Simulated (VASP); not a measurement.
# Hf2N (P4_2/mnm) in VASP: relaxation of cell and atoms with r2SCAN

Aim: the relaxation of cell and atoms of Hf2N with r2SCAN.

Program: VASP 6.6.1. These are calculated values, not measurements. Logs are shortened: lines on timing, memory, paths and dates and some standing lists are left out, and cuts for length are marked.

## (1) The cell of the first run

The structure is tetragonal, space group P4_2/mnm (No. 136). The conventional cell has a = 5.313 Å, b = 5.313 Å, c = 3.242 Å, α = 90.00°, β = 90.00°, γ = 90.00°. Within 2.9 Å of Hf (site symmetry m2m) lie 3 N at 2.22 to 2.23 Å. N (site symmetry mmm) has 6 Hf at 2.22 to 2.23 Å within 2.9 Å.

## (2) Relaxation of cell and atoms, r2SCAN

Input file POSCAR:

```
Hf2N
1.0
    5.3131240200      0.0000000000      0.0000000000
    0.0000000000      5.3131240200      0.0000000000
    0.0000000000      0.0000000000      3.2420983900
Hf N
4 2
Direct
    0.2955363700      0.2955363700      0.0000000000
    0.7044636300      0.7044636300      0.0000000000
    0.7955363700      0.2044636300      0.5000000000
    0.2044636300      0.7955363700      0.5000000000
    0.0000000000      0.0000000000      0.0000000000
    0.5000000000      0.5000000000      0.5000000000
```

Input file INCAR.step1:

```
  PREC = Accurate
  ENCUT = 600
  ISMEAR = 0
  SIGMA = 0.1
  LREAL = False
  LASPH = True
  NELM = 60
  GGA = PE
  ALGO = Normal
  EDIFF = 1E-4
  LWAVE = True
  LCHARG = False
```

Input file INCAR.step2:

```
  PREC = Accurate
  ENCUT = 600
  EDIFF = 1E-6
  ISMEAR = 0
  SIGMA = 0.1
  LREAL = False
  LASPH = True
  NELM = 60
  ALGO = Normal
  ISIF = 3
  LWAVE = False
  LCHARG = False
  METAGGA = R2SCAN
  LMIXTAU = True
  IBRION = 2
  NSW = 80
  EDIFFG = -0.01
  ISTART = 1
```

Input file KPOINTS:

```
regular mesh
0
Gamma
  4 4 8
```

Potentials or basis: VASP PAW PBE potentials, release 64 (Hf_pv, N).

On the command line:

```bash
cat potpaw_PBE.64/Hf_pv/POTCAR potpaw_PBE.64/N/POTCAR > POTCAR
cp INCAR.step1 INCAR
mpirun -np 1 vasp_std > vasp.out
cp INCAR.step2 INCAR
mpirun -np 1 vasp_std > vasp.out
```

OUTCAR:

```text
PREC = Accurate
   ENCUT = 600
   EDIFF = 1E-6
   ISMEAR = 0
   LREAL = False
   LASPH = True
   NELM = 60
   ISIF = 3
   METAGGA = R2SCAN
   IBRION = 2
   NSW = 80
   EDIFFG = -0.01
   ISTART = 1

 ion  position               nearest neighbor table
   1  0.296  0.296  0.000-   5 2.22   6 2.23   6 2.23   2 3.07   4 3.15   3 3.15   4 3.15   3 3.15
                             4 3.15   4 3.15   3 3.15   3 3.15   2 3.82   2 3.82
   2  0.704  0.704  0.000-   5 2.22   6 2.23   6 2.23   1 3.07   4 3.15   3 3.15   4 3.15   3 3.15
                             3 3.15   3 3.15   4 3.15   4 3.15   1 3.82   1 3.82
   3  0.796  0.204  0.500-   6 2.22   5 2.23   5 2.23   4 3.07   1 3.15   1 3.15   2 3.15   2 3.15
                             2 3.15   2 3.15   1 3.15   1 3.15   4 3.82   4 3.82
   4  0.204  0.796  0.500-   6 2.22   5 2.23   5 2.23   3 3.07   1 3.15   1 3.15   2 3.15   2 3.15
                             1 3.15   1 3.15   2 3.15   2 3.15   3 3.82   3 3.82
   5  0.000  0.000  0.000-   1 2.22   2 2.22   3 2.23   4 2.23   3 2.23   4 2.23
   6  0.500  0.500  0.500-   3 2.22   4 2.22   1 2.23   2 2.23   1 2.23   2 2.23

  LATTYP: Found a simple tetragonal cell.
 ALAT       =     5.3131240200
 C/A-ratio  =     0.6102056677

  Lattice vectors:

 A1 = (   5.3131240200,   0.0000000000,   0.0000000000)
 A2 = (   0.0000000000,   5.3131240200,   0.0000000000)
 A3 = (   0.0000000000,   0.0000000000,   3.2420983900)

Analysis of symmetry for initial positions (statically):
=====================================================================
 Subroutine PRICEL returns:
 Original cell was already a primitive cell.

 Routine SETGRP: Setting up the symmetry group for a
 simple tetragonal supercell.

 Subroutine GETGRP returns: Found 16 space group operations
 (whereof  8 operations were pure point group operations)
 out of a pool of 16 trial point group operations.

The static configuration has the point symmetry D_2h.
 The point group associated with its full space group is D_4h.

Analysis of symmetry for dynamics (positions and initial velocities):
=====================================================================
 Subroutine PRICEL returns:
 Original cell was already a primitive cell.

 Routine SETGRP: Setting up the symmetry group for a
 simple tetragonal supercell.

 Subroutine GETGRP returns: Found 16 space group operations
 (whereof  8 operations were pure point group operations)
 out of a pool of 16 trial point group operations.

The dynamic configuration has the point symmetry D_2h.
 The point group associated with its full space group is D_4h.

 Subroutine INISYM returns: Found 16 space group operations
 (whereof  8 operations are pure point group operations),
 and found     1 'primitive' translations

----------------------------------------------------------------------------------------

                                     Primitive cell

  volume of cell :      91.5221

  direct lattice vectors                    reciprocal lattice vectors
     5.313124020  0.000000000  0.000000000     0.188213186  0.000000000  0.000000000
     0.000000000  5.313124020  0.000000000     0.000000000  0.188213186  0.000000000
     0.000000000  0.000000000  3.242098390     0.000000000  0.000000000  0.308442212

  length of vectors
     5.313124020  5.313124020  3.242098390     0.188213186  0.188213186  0.308442212

  position of ions in fractional coordinates (direct lattice)
     0.295536370  0.295536370  0.000000000
     0.704463630  0.704463630  0.000000000
     0.795536370  0.204463630  0.500000000
     0.204463630  0.795536370  0.500000000
     0.000000000  0.000000000  0.000000000
     0.500000000  0.500000000  0.500000000

  ion indices of the primitive-cell ions
   primitive index   ion index
                 1           1
                 2           2
                 3           3
                 4           4
                 5           5
                 6           6

----------------------------------------------------------------------------------------

 KPOINTS: regular mesh

Automatic generation of k-mesh.
 Grid dimensions read from file:
 generate k-points for:    4    4    8

 Generating k-lattice:

  Cartesian coordinates                     Fractional coordinates (reciprocal lattice)
     0.047053297  0.000000000  0.000000000     0.250000000  0.000000000  0.000000000
     0.000000000  0.047053297  0.000000000     0.000000000  0.250000000  0.000000000
     0.000000000  0.000000000  0.038555277     0.000000000  0.000000000  0.125000000

  Length of vectors
     0.047053297  0.047053297  0.038555277

  Shift w.r.t. Gamma in fractional coordinates (k-lattice)
     0.000000000  0.000000000  0.000000000

 Subroutine IBZKPT returns following result:
 ===========================================

 Found     30 irreducible k-points:

 Following reciprocal coordinates:
            Coordinates               Weight
  0.000000  0.000000  0.000000      1.000000
  0.250000  0.000000  0.000000      4.000000
  0.500000  0.000000  0.000000      2.000000
  0.250000  0.250000  0.000000      4.000000
  0.500000  0.250000  0.000000      4.000000
  0.500000  0.500000  0.000000      1.000000
[... 16 lines left out ...]
  0.500000  0.250000  0.375000      8.000000
  0.500000  0.500000  0.375000      2.000000
 [... further k-points ...]
   k-points           NKPTS =     30   k-points in BZ     NKDIM =     30   number of bands    NBANDS=     30
   number of dos      NEDOS =    301   number of ions     NIONS =      6
   total plane-waves  NPLWV =  49392
   dimension x,y,z NGX =    42 NGY =   42 NGZ =   28
   dimension x,y,z NGXF=    84 NGYF=   84 NGZF=   56
   ions per type =               4   2
   NGX,Y,Z   is equivalent  to a cutoff of  13.14, 13.14, 14.36 a.u.
   NGXF,Y,Z  is equivalent  to a cutoff of  26.28, 26.28, 28.72 a.u.
 SYSTEM =  unknown system
   PREC   = accura    normal or accurate (medium, high low for compatibility)
   ISTART =      1    job   : 0-new  1-cont  2-samecut
   ICHARG =      0    charge: 1-file 2-atom 10-const
   ISPIN  =      1    spin polarized calculation?
   LNONCOLLINEAR =      F non collinear calculations
   LSORBIT =      F    spin-orbit coupling
   LASPH  =      T    aspherical Exc in radial PAW
   ENCUT  =  600.0 eV  44.10 Ry    6.64 a.u.  10.61 10.61  6.48*2*pi/ulx,y,z
   NELM   =     60;   NELMIN=  2; NELMDL=  0     # of ELM steps
   EDIFF  = 0.1E-05   stopping-criterion for ELM
   LREAL  =      F    real-space projection
   EDIFFG = -.1E-01   stopping-criterion for IOM
   NSW    =     80    number of steps for IOM
   IBRION =      2    ionic relax: 0-MD 1-quasi-New 2-CG
   NFREE  =      1    steps in history (QN), initial steepest desc. (CG)
   ISIF   =      3    stress and relaxation
   ISYM   =      2    0-nonsym 1-usesym 2-fastsym
   POTIM  = 0.5000    time-step for ionic-motion
   TEBEG  =    0.0;   TEEND  =   0.0 temperature during run
   PSTRESS=    0.0 pullay stress
   NELECT =      50.0000    total number of electrons
   NUPDOWN=      -1.0000    fix difference up-down
   EMIN   =  10.00;   EMAX   =-10.00  energy-range for DOS
   EFERMI =   0.00;   METHOD = LEGACY
   ISMEAR =     0;   SIGMA  =   0.10  broadening in eV -4-tet -1-fermi 0-gaus
   EFERMI_NEDOS =   21; number of points for ismear=-14 and -15
   IALGO  =     38    algorithm
   IMIX   =      4    mixing-type and parameters
     AMIX     =   0.40;   BMIX     =  1.00
     AMIX_MAG =   1.60;   BMIX_MAG =  1.00
  volume/ion in A,a.u.               =      15.25       102.94
  Fermi-wavevector in a.u.,A,eV,Ry     =   1.338308  2.529036 24.368970  1.791069
  Thomas-Fermi vector in A             =   2.466789
   LORBIT       =      0    0 simple, 1 ext, 2 COOP (PROOUT), +10 PAW based schemes
   METAGGA = R2SCAN    functional components
   LHFCALC =     F    Hartree Fock is set to
   AEXX    =    0.0000 exact exchange contribution
   IVDW    =     0    specifies the selected vdW correction
   LEPSILON=     F    determine dielectric tensor
   LRPA    =     F    only Hartree local field effects (RPA)
 conjugate gradient relaxation of ions
 non-spin polarized calculation
 Gauss-broadening in eV      SIGMA  =   0.10
  energy-cutoff  :      600.00
  volume of cell :       91.52
 maximum number of plane-waves:      3077
   NGX = 21   NGY = 21   NGZ = 13

--------------------------------------- Ionic step        1  -------------------------------------------

 number of electron      50.0000007 magnetization

 Free energy of the ion-electron system (eV)
  ---------------------------------------------------
  ext. energy  EPLUGINS =         0.00000000
  ---------------------------------------------------
  free energy    TOTEN  =      -207.30720503 eV

  energy without entropy =     -207.29233528  energy(sigma->0) =     -207.29977016

------------------------ aborting loop because EDIFF is reached ----------------------------------------

  FORCE on cell =-STRESS in cart. coord.  units (eV):
  Direction    XX          YY          ZZ          XY          YZ          ZX
  --------------------------------------------------------------------------------------
  -------------------------------------------------------------------------------------
  Total        0.0296229      0.0296229     -0.0278562     -0.0000000      0.0000000      0.0000000
  in kB        0.5185762      0.5185762     -0.4876486     -0.0000000      0.0000000      0.0000000
  external PRESSURE =       0.1831680 kB  Pullay stress =       0.0000000 kB
[... 65 lines left out ...]
  energy  without entropy=     -207.2936108938  energy(sigma->0) =     -207.30082951

--------------------------------------- Ionic step        3  -------------------------------------------

 number of electron      50.0000009 magnetization

 Free energy of the ion-electron system (eV)
  ---------------------------------------------------
  ext. energy  EPLUGINS =         0.00000000
  ---------------------------------------------------
  free energy    TOTEN  =      -207.30812462 eV

  energy without entropy =     -207.29388273  energy(sigma->0) =     -207.30100367

 E-fermi :   5.9397     XC(G=0): -12.8481

 val. band max:        5.9394618810   @ k =   0.2500   0.0000   0.0000
 cond. band min:       5.9503056249   @ k =   0.5000   0.0000   0.2500
 fundamental gap:      0.0108437439
 Fermi energy:         5.9396780779

 k-point     1 :       0.0000    0.0000    0.0000
  band No.  band energies     occupation
      1     -26.4919      2.00000
      2     -26.0099      2.00000
      3     -25.9279      2.00000
      4     -25.9279      2.00000
      5     -25.6917      2.00000
      6     -25.5520      2.00000
[... 781 lines left out ...]
     29       9.0596      0.00000
     30       9.0596      0.00000

 [... further k-points ...]
[... 5 lines left out ...]
  --------------------------------------------------------------------------------------
  -------------------------------------------------------------------------------------
  Total        0.0269991      0.0269991     -0.0021195     -0.0000000      0.0000000      0.0000000
  in kB        0.4724686      0.4724686     -0.0370901     -0.0000000      0.0000000      0.0000000
  external PRESSURE =       0.3026157 kB  Pullay stress =       0.0000000 kB
[... 21 lines left out ...]
  FREE ENERGIE OF THE ION-ELECTRON SYSTEM (eV)
  ---------------------------------------------------
  free  energy   TOTEN  =      -207.3081246172 eV

  energy  without entropy=     -207.2938827270  energy(sigma->0) =     -207.30100367

 reached required accuracy - stopping structural energy minimisation
```

Wall time 6.9 min (1 thread of Intel Xeon Platinum 8488C (Sapphire Rapids), shared host); peak memory 0.27 GiB.

Results:

```
Free energy                           : -207.3081 eV
Relaxed volume                        : 15.26 Å³/atom
Relaxed cell                          : a = 5.315 Å, b = 5.315 Å, c = 3.241 Å, α = 90.00°, β = 90.00°, γ = 90.00°
Space group after relaxing (to 0.1 Å) : P4_2/mnm (No. 136)
Energy gained by relaxing             : 0.2 meV/atom
Ionic steps                           : 3
Pressure after relaxing               : 0.0 GPa
Largest force after relaxing          : 0.003 eV/Å
Band gap on the k mesh                : zero (bands 25 and 26 overlap by 2.78 eV)
```

Forces on the atoms (eV/Å):
```
Hf  -0.002 -0.002  0.000
Hf   0.002  0.002  0.000
Hf  -0.002  0.002  0.000
Hf   0.002 -0.002  0.000
N    0.000  0.000  0.000
N    0.000  0.000  0.000
```

The path:
```tsv
step	energy change (eV)	largest force (eV/Å)	pressure (GPa)	volume (Å³)
1	0.0000	0.0821	0.02	91.52
2	-0.0008	0.0236	0.03	91.55
3	-0.0009	0.0034	0.03	91.56
```

Final structure:
```
CELL_PARAMETERS angstrom
5.31498 0.00000 0.00000
0.00000 5.31498 0.00000
0.00000 0.00000 3.24103
ATOMIC_POSITIONS crystal
Hf 0.29631 0.29631 0.00000
Hf 0.70369 0.70369 0.00000
Hf 0.79631 0.20369 0.50000
Hf 0.20369 0.79631 0.50000
N 0.00000 0.00000 0.00000
N 0.50000 0.50000 0.50000
```

Caveat: the PAW data sets were made with another functional, which shifts forces and pressure a little; spin-orbit coupling is left out, which moves the levels of the heavy elements.
